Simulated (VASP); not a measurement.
Input of a VASP 6.6.1 run:

INCAR

```
ALGO = Normal ; EDIFF = 1E-6
ENCUT = 400 ; GGA = PS
GGA_COMPAT = False ; ISIF = 2
ISMEAR = 0 ; IVDW = 12
LASPH = True ; LCHARG = False
LREAL = False ; LWAVE = False
NBANDS = 50 ; NELM = 120
PREC = Accurate ; SIGMA = 0.05
```

File KPOINTS:

```
k-points
0
Gamma
  9 9 2
```

File POSCAR:

```
Te6Mo3H
1.0
    3.4334342720      0.0000000000      0.0000000000
   -1.7167171360      2.9734413017      0.0000000000
    0.0000000000      0.0000000000     20.7704294686
Te Mo H
6 3 1
Direct
    0.0000000000      0.0000000000      0.9125759363
    0.3333333333      0.6666666667      0.5917818730
    0.3333333333      0.6666666667      0.2333053354
    0.3333333333      0.6666666667      0.7666946646
    0.3333333333      0.6666666667      0.4082181270
    0.0000000000      0.0000000000      0.0874240637
    0.0000000000      0.0000000000      0.6791511892
    0.0000000000      0.0000000000      0.3208488108
    0.3333333333      0.6666666667      0.0000000000
   -0.3023098300     -0.0261549150      0.7523436347
```

Potentials or basis: VASP PAW PBE potentials, release 64 (Te, Mo_sv, H).

Launch:

```sh
$ cat potpaw_PBE.64/Te/POTCAR potpaw_PBE.64/Mo_sv/POTCAR potpaw_PBE.64/H/POTCAR > POTCAR
$ mpirun -np 1 vasp_std > vasp.out
```

(1) Predict the largest force.

(2) Predict the dispersion energy per atom.

(3) Predict the band gap on the k mesh.

(4) What does it give for the pressure?

Answers

(1) 23.617 eV/Å.

(2) -0.504 eV.

(3) zero (an odd number of electrons rules out a gap without spin polarisation).

(4) 9.4 GPa.

Caveat: the PAW data sets were made with another functional, which shifts forces and pressure a little; spin-orbit coupling is left out, which moves the levels of the heavy elements; an odd number of electrons without spin polarisation forces a metal; a magnetic or distorted state may lie lower.
